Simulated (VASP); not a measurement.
# AlP in VASP: relaxation of the atoms with PBEsol

Aim: the relaxation of the atoms of AlP with PBEsol.

Program: VASP 6.6.1. These are calculated values, not measurements. Logs are shortened: lines on timing, memory, paths and dates and some standing lists are left out, and cuts for length are marked.

**1. The cell of the first run**

The cell holds a slab with vacuum, 8 atoms: a = 3.868 Å, b = 3.868 Å, c = 25.264 Å, α = 90.00°, β = 90.00°, γ = 120.00°.

**2. Relaxation of the atoms, PBEsol**

File INCAR:

```
SYSTEM = AlP
PREC = Accurate
ENCUT = 450
EDIFF = 1E-7
ISMEAR = 0
SIGMA = 0.05
LREAL = .False.
LASPH = .True.
NELM = 120
ALGO = Normal
ISIF = 2
LWAVE = .False.
LCHARG = .False.
LDIPOL = .True.
IDIPOL = 3
DIPOL = 0.5 0.5 0.500
GGA = PS
IBRION = 2
NSW = 80
EDIFFG = -0.02
GGA_COMPAT = .False.
NELMIN = 4
NELMDL = -8
```

File KPOINTS:

```
regular mesh
0
Gamma
  9 9 1
  0 0 0
```

File POSCAR:

```
AlP
1.0
    3.8681183703      0.0000000000      0.0000000000
   -1.9340591851      3.3498887735      0.0000000000
    0.0000000000      0.0000000000     25.2644926278
P Al
4 4
Direct
    0.0000000000      0.0000000000      0.2968593160
    0.3333333333      0.6666666667      0.4218689677
    0.6666666667      0.3333333333      0.5468786194
    0.0000000000      0.0000000000      0.6718882711
    0.3333333333      0.6666666667      0.3281117289
    0.6666666667      0.3333333333      0.4531213806
    0.0000000000      0.0000000000      0.5781310323
    0.3333333333      0.6666666667      0.7031406840
```

Potentials or basis: VASP PAW PBE potentials, release 64 (P, Al).

Started as:

```console
cat potpaw_PBE.64/P/POTCAR potpaw_PBE.64/Al/POTCAR > POTCAR
mpirun -np 1 vasp_std > vasp.out
```

OUTCAR:

```text
SYSTEM = AlP
   PREC = Accurate
   ENCUT = 450
   EDIFF = 1E-7
   ISMEAR = 0
   LREAL = .False.
   LASPH = .True.
   NELM = 120
   ISIF = 2
   GGA = PS
   IBRION = 2
   NSW = 80
   EDIFFG = -0.02
   NELMIN = 4
   NELMDL = -8

 ion  position               nearest neighbor table
   1  0.000  0.000  0.297-   5 2.37   5 2.37   5 2.37
   2  0.333  0.667  0.422-   6 2.37   6 2.37   6 2.37   5 2.37
   3  0.667  0.333  0.547-   7 2.37   7 2.37   7 2.37   6 2.37
   4  0.000  0.000  0.672-   8 2.37   8 2.37   8 2.37   7 2.37
   5  0.333  0.667  0.328-   1 2.37   1 2.37   1 2.37   2 2.37
   6  0.667  0.333  0.453-   2 2.37   2 2.37   2 2.37   3 2.37
   7  0.000  0.000  0.578-   3 2.37   3 2.37   3 2.37   4 2.37
   8  0.333  0.667  0.703-   4 2.37   4 2.37   4 2.37

  LATTYP: Found a hexagonal cell.
 ALAT       =     3.8681183703
 C/A-ratio  =     6.5314683288

  Lattice vectors:

 A1 = (   3.8681183703,   0.0000000000,   0.0000000000)
 A2 = (  -1.9340591851,   3.3498887735,   0.0000000000)
 A3 = (   0.0000000000,   0.0000000000,  25.2644926278)

Analysis of symmetry for initial positions (statically):
=====================================================================
 Subroutine PRICEL returns:
 Original cell was already a primitive cell.

 Routine SETGRP: Setting up the symmetry group for a
 hexagonal supercell.

 Subroutine GETGRP returns: Found  6 space group operations
 (whereof  6 operations were pure point group operations)
 out of a pool of 24 trial point group operations.

The static configuration has the point symmetry C_3v.

Analysis of symmetry for dynamics (positions and initial velocities):
=====================================================================
 Subroutine PRICEL returns:
 Original cell was already a primitive cell.

 Routine SETGRP: Setting up the symmetry group for a
 hexagonal supercell.

 Subroutine GETGRP returns: Found  6 space group operations
 (whereof  6 operations were pure point group operations)
 out of a pool of 24 trial point group operations.

The dynamic configuration has the point symmetry C_3v.

 Subroutine INISYM returns: Found  6 space group operations
 (whereof  6 operations are pure point group operations),
 and found     1 'primitive' translations

----------------------------------------------------------------------------------------

                                     Primitive cell

  volume of cell :     327.3714

  direct lattice vectors                    reciprocal lattice vectors
     3.868118370  0.000000000  0.000000000     0.258523629  0.149258687  0.000000000
    -1.934059185  3.349888774  0.000000000     0.000000000  0.298517374  0.000000000
     0.000000000  0.000000000 25.264492628     0.000000000  0.000000000  0.039581242

  length of vectors
     3.868118370  3.868118370 25.264492628     0.298517374  0.298517374  0.039581242

  position of ions in fractional coordinates (direct lattice)
     0.000000000  0.000000000  0.296859316
     0.333333333  0.666666667  0.421868968
     0.666666667  0.333333333  0.546878619
     0.000000000  0.000000000  0.671888271
     0.333333333  0.666666667  0.328111729
     0.666666667  0.333333333  0.453121381
     0.000000000  0.000000000  0.578131032
     0.333333333  0.666666667  0.703140684

  ion indices of the primitive-cell ions
   primitive index   ion index
                 1           1
                 2           2
                 3           3
                 4           4
                 5           5
                 6           6
                 7           7
                 8           8

----------------------------------------------------------------------------------------

 KPOINTS: regular mesh

Automatic generation of k-mesh.
 Grid dimensions read from file:
 generate k-points for:    9    9    1

 Generating k-lattice:

  Cartesian coordinates                     Fractional coordinates (reciprocal lattice)
     0.028724848  0.016584299  0.000000000     0.111111111  0.000000000  0.000000000
     0.000000000  0.033168597  0.000000000     0.000000000  0.111111111  0.000000000
     0.000000000  0.000000000  0.039581242     0.000000000  0.000000000  1.000000000

  Length of vectors
     0.033168597  0.033168597  0.039581242

  Shift w.r.t. Gamma in fractional coordinates (k-lattice)
     0.000000000  0.000000000  0.000000000

 Subroutine IBZKPT returns following result:
 ===========================================

 Found     12 irreducible k-points:

 Following reciprocal coordinates:
            Coordinates               Weight
  0.000000  0.000000  0.000000      1.000000
  0.111111 -0.000000  0.000000      6.000000
  0.222222 -0.000000  0.000000      6.000000
  0.333333  0.000000  0.000000      6.000000
  0.444444 -0.000000  0.000000      6.000000
  0.111111  0.111111  0.000000      6.000000
  0.222222  0.111111  0.000000     12.000000
  0.333333  0.111111  0.000000     12.000000
  0.444444  0.111111  0.000000      6.000000
  0.222222  0.222222  0.000000      6.000000
  0.333333  0.222222  0.000000     12.000000
  0.333333  0.333333  0.000000      2.000000
   k-points           NKPTS =     12   k-points in BZ     NKDIM =     12   number of bands    NBANDS=     21
   number of dos      NEDOS =    301   number of ions     NIONS =      8
   total plane-waves  NPLWV = 141120
   dimension x,y,z NGX =    28 NGY =   28 NGZ =  180
   dimension x,y,z NGXF=    56 NGYF=   56 NGZF=  360
   ions per type =               4   4
   NGX,Y,Z   is equivalent  to a cutoff of  12.03, 12.03, 11.84 a.u.
   NGXF,Y,Z  is equivalent  to a cutoff of  24.07, 24.07, 23.69 a.u.
 SYSTEM =  AlP
   PREC   = accura    normal or accurate (medium, high low for compatibility)
   ISTART =      0    job   : 0-new  1-cont  2-samecut
   ICHARG =      2    charge: 1-file 2-atom 10-const
   ISPIN  =      1    spin polarized calculation?
   LNONCOLLINEAR =      F non collinear calculations
   LSORBIT =      F    spin-orbit coupling
   LASPH  =      T    aspherical Exc in radial PAW
   ENCUT  =  450.0 eV  33.07 Ry    5.75 a.u.   6.69  6.69 43.70*2*pi/ulx,y,z
   NELM   =    120;   NELMIN=  4; NELMDL= -8     # of ELM steps
   EDIFF  = 0.1E-06   stopping-criterion for ELM
   LREAL  =      F    real-space projection
   EDIFFG = -.2E-01   stopping-criterion for IOM
   NSW    =     80    number of steps for IOM
   IBRION =      2    ionic relax: 0-MD 1-quasi-New 2-CG
   NFREE  =      1    steps in history (QN), initial steepest desc. (CG)
   ISIF   =      2    stress and relaxation
   ISYM   =      2    0-nonsym 1-usesym 2-fastsym
   POTIM  = 0.5000    time-step for ionic-motion
   TEBEG  =    0.0;   TEEND  =   0.0 temperature during run
   PSTRESS=    0.0 pullay stress
   NELECT =      32.0000    total number of electrons
   NUPDOWN=      -1.0000    fix difference up-down
   EMIN   =  10.00;   EMAX   =-10.00  energy-range for DOS
   EFERMI =   0.00;   METHOD = LEGACY
   ISMEAR =     0;   SIGMA  =   0.05  broadening in eV -4-tet -1-fermi 0-gaus
   EFERMI_NEDOS =   21; number of points for ismear=-14 and -15
   IALGO  =     38    algorithm
   IMIX   =      4    mixing-type and parameters
     AMIX     =   0.40;   BMIX     =  1.00
     AMIX_MAG =   1.60;   BMIX_MAG =  1.00
  volume/ion in A,a.u.               =      40.92       276.15
  Fermi-wavevector in a.u.,A,eV,Ry     =   0.754127  1.425094  7.737739  0.568708
  Thomas-Fermi vector in A             =   1.851724
   LORBIT       =      0    0 simple, 1 ext, 2 COOP (PROOUT), +10 PAW based schemes
   GGA     = PS    functional components
   LHFCALC =     F    Hartree Fock is set to
   AEXX    =    0.0000 exact exchange contribution
   IVDW    =     0    specifies the selected vdW correction
   LEPSILON=     F    determine dielectric tensor
   LRPA    =     F    only Hartree local field effects (RPA)
 conjugate gradient relaxation of ions
 non-spin polarized calculation
 Gauss-broadening in eV      SIGMA  =   0.05
  energy-cutoff  :      450.00
  volume of cell :      327.37
 maximum number of plane-waves:      7155
 NGX is ok and might be reduce to    28
   NGX = 13   NGY = 13   NGZ = 87

 dipolmoment           0.000000      0.000000      0.002086 electrons x Angstroem

--------------------------------------- Ionic step        1  -------------------------------------------

 number of electron      32.0000002 magnetization

 Free energy of the ion-electron system (eV)
  ---------------------------------------------------
  ext. energy  EPLUGINS =         0.00000000
  ---------------------------------------------------
  free energy    TOTEN  =       -40.96757747 eV

  energy without entropy =      -40.95455744  energy(sigma->0) =      -40.96106745

------------------------ aborting loop because EDIFF is reached ----------------------------------------

  FORCE on cell =-STRESS in cart. coord.  units (eV):
  Direction    XX          YY          ZZ          XY          YZ          ZX
  --------------------------------------------------------------------------------------
  -------------------------------------------------------------------------------------
  Total       -1.4690261     -1.4690261      1.4268768     -0.0000000      0.0000000      0.0000000
  in kB       -7.1895111     -7.1895111      6.9832296     -0.0000000      0.0000000      0.0000000
  external PRESSURE =      -2.4652642 kB  Pullay stress =       0.0000000 kB
[... 107 lines left out ...]
  FREE ENERGIE OF THE ION-ELECTRON SYSTEM (eV)
  ---------------------------------------------------
  free  energy   TOTEN  =       -41.0556097783 eV

  energy  without entropy=      -41.0431654479  energy(sigma->0) =      -41.04938761

[... ionic steps 4 to 13 ...]

--------------------------------------- Ionic step       14  -------------------------------------------

 number of electron      31.9999999 magnetization

------------------------ aborting loop because EDIFF is reached ----------------------------------------
[... 79 lines left out ...]
--------------------------------------- Ionic step       16  -------------------------------------------

 number of electron      31.9999998 magnetization

 dipolmoment           0.000000      0.000000     -0.196402 electrons x Angstroem

 Free energy of the ion-electron system (eV)
  ---------------------------------------------------
  ext. energy  EPLUGINS =         0.00000000
  ---------------------------------------------------
  free energy    TOTEN  =       -41.07292965 eV

  energy without entropy =      -41.05816506  energy(sigma->0) =      -41.06554736

 E-fermi :   0.2987     XC(G=0):  -5.2246

 val. band max:        0.2865715538   @ k =   0.2222   0.2222   0.0000
 cond. band min:       0.3103830378   @ k =   0.4444  -0.0000   0.0000
 fundamental gap:      0.0238114840
 Fermi energy:         0.2987170763

 k-point     1 :       0.0000    0.0000    0.0000
  band No.  band energies     occupation
      1     -12.5613      2.00000
      2     -11.6436      2.00000
      3     -10.8479      2.00000
      4      -9.7276      2.00000
      5      -5.8041      2.00000
      6      -4.1733      2.00000
[... 277 lines left out ...]
     20       3.4372      0.00000
     21       3.7940      0.00000

------------------------ aborting loop because EDIFF is reached ----------------------------------------

 vacuum level on the upper side and lower side of the slab       (xc-potential included)        -1.421         1.309

  FORCE on cell =-STRESS in cart. coord.  units (eV):
  Direction    XX          YY          ZZ          XY          YZ          ZX
  --------------------------------------------------------------------------------------
  -------------------------------------------------------------------------------------
  Total        1.0160551      1.0160551     -0.1106587      0.0000000      0.0000000      0.0000000
  in kB        4.9726413      4.9726413     -0.5415710      0.0000000      0.0000000      0.0000000
  external PRESSURE =       3.1345705 kB  Pullay stress =       0.0000000 kB
[... 23 lines left out ...]
  FREE ENERGIE OF THE ION-ELECTRON SYSTEM (eV)
  ---------------------------------------------------
  free  energy   TOTEN  =       -41.0729296540 eV

  energy  without entropy=      -41.0581650629  energy(sigma->0) =      -41.06554736

 reached required accuracy - stopping structural energy minimisation

 vacuum level on the upper side and lower side of the slab         3.556         6.356
```

Run time: 34 min. Hardware: 1 thread of Intel Xeon 8259CL, shared host; peak memory 0.41 GiB.

What came out:

* Free energy: -41.0729 eV
* Energy gained by relaxing: 13.2 meV/atom
* Ionic steps: 16
* Largest force after relaxing: 0.015 eV/Å
* Band gap on the k mesh: zero (filled and empty bands overlap)

Forces in eV/Å, atoms in the order of the input:
```
P    0.000  0.000 -0.009
P    0.000  0.000  0.009
P    0.000  0.000 -0.012
P    0.000  0.000 -0.009
Al   0.000  0.000  0.008
Al   0.000  0.000  0.015
Al   0.000  0.000  0.005
Al   0.000  0.000 -0.006
```

Step by step:
| step | energy change (eV) | largest force (eV/Å) | pressure (GPa) |
| --- | --- | --- | --- |
| 1 | 0.0000 | 0.7790 | -0.25 |
| 2 | -0.0751 | 0.3138 | -0.16 |
| 3 | -0.0880 | 0.2088 | -0.06 |
| 4 | -0.0962 | 0.1648 | 0.00 |
| 5 | -0.1005 | 0.1068 | 0.07 |
| 6 | -0.1007 | 0.1133 | 0.09 |
| 7 | -0.1031 | 0.0583 | 0.12 |
| 8 | -0.1037 | 0.0426 | 0.15 |
| 9 | -0.1040 | 0.0353 | 0.17 |
| 10 | -0.1046 | 0.0357 | 0.23 |
| 11 | -0.1040 | 0.0926 | 0.34 |
| 12 | -0.1047 | 0.0426 | 0.25 |
| 13 | -0.1050 | 0.0352 | 0.27 |
| 14 | -0.1052 | 0.0261 | 0.30 |
| 15 | -0.1052 | 0.0291 | 0.31 |
| 16 | -0.1054 | 0.0153 | 0.31 |

Final structure:
```
CELL_PARAMETERS angstrom
3.86812 0.00000 0.00000
-1.93406 3.34989 0.00000
0.00000 0.00000 25.26449
ATOMIC_POSITIONS crystal
P 0.00000 0.00000 0.30087
P 0.33333 0.66667 0.42325
P 0.66667 0.33333 0.54817
P 0.00000 0.00000 0.67416
Al 0.33333 0.66667 0.32576
Al 0.66667 0.33333 0.45158
Al 0.00000 0.00000 0.57683
Al 0.33333 0.66667 0.69939
```

Caveat: the PAW data sets were made with another functional, which shifts forces and pressure a little.
